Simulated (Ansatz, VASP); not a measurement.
**CrCd2: VASP beside Ansatz**

INCAR

```
  PREC = Accurate
  ENCUT = 600
  EDIFF = 1E-7
  ISMEAR = 0
  SIGMA = 0.1
  LREAL = False
  LASPH = True
  NELM = 150
  ALGO = Normal
  ISIF = 3
  LWAVE = False
  LCHARG = False
  ISPIN = 2
  MAGMOM = 4.16 0 0
  LORBIT = 11
  LMAXMIX = 4
  GGA = PE
  IBRION = 2
  NSW = 90
  EDIFFG = -0.04
```

The input KPOINTS:

```
regular mesh
0
Gamma
  6 6 6
```

The input POSCAR:

```
CrCd2
1.0
    4.7773596980      0.0000000000      0.0000000000
   -2.3886798490      4.1373148615      0.0000000000
    0.0000000000      0.0000000000      3.0337760173
Cr Cd
1 2
Direct
    0.0000000000      0.0000000000      0.0000000000
    0.3333333333      0.6666666667      0.5000000000
    0.6666666667      0.3333333333      0.5000000000
```

Input for Ansatz:

```yaml
crystal:
  lattice:
    - [4.777359698, 0.0, 0.0]
    - [-2.388679849, 4.1373148615, 0.0]
    - [0.0, 0.0, 3.0337760173]
  atoms:
    - { symbol: Cr, position: [0.0, 0.0, 0.0], spin: 4.16 }
    - { symbol: Cd, position: [0.3333333333, 0.6666666667, 0.5] }
    - { symbol: Cd, position: [0.6666666667, 0.3333333333, 0.5] }
basis:
  ecutwfc: 420
kpoints:
  mp_grid: { grid: [6, 6, 6] }
hamiltonian:
  xc: pbe
scf:
  occupations: { method: gaussian, width: 0.1 }
  lower_state_search: "off"
output:
  forces: true
  stress: true
  eigenvalues: true
  populations: true
magnetization:
  spin_polarized: true
relax:
  adjacent_minimum: "off"
  f_tol: 0.04
  max_steps: 70
  cell: { stress_tol: 0.4 }
```

Alike in both runs: task relaxation of cell and atoms; functional PBE; k mesh 6 × 6 × 6; occupations gaussian, width 0.1 eV; collinear spin.

|  | VASP | Ansatz |
| --- | --- | --- |
| version | VASP 6.6.1 | Ansatz 0.2.0 |
| potentials or method | VASP PAW PBE potentials, release 64 (Cr_pv, Cd), cutoff 600 eV | scalar-relativistic, plane waves, PAW |
| valence electrons in the cell | 36 | 54 |

|  | VASP | Ansatz | Ansatz less VASP |
| --- | --- | --- | --- |
| gap on the k mesh at the Fermi level, each at its own relaxed structure (eV) | none | none | - |
| net moment per atom (μB) | 1.33 | 1.33 | -0.005 |
| size of the moment on the site where the two differ most (μB) | 3.71 | 3.79 | +0.078 |
| relaxed volume (Å³/atom) | 20.03 | 19.95 | -0.086 |
| relaxed length of the cell vector where the two differ most in proportion (Å) | 4.812 | 4.802 | -0.0096 |

Site moments also hang on the region over which each program counts them. A gap of «none» marks a metal or a gap that the smearing closes. VASP's potentials hold 36 valence electrons a cell and Ansatz's 54, so a difference there can come from the potentials and not from the codes.
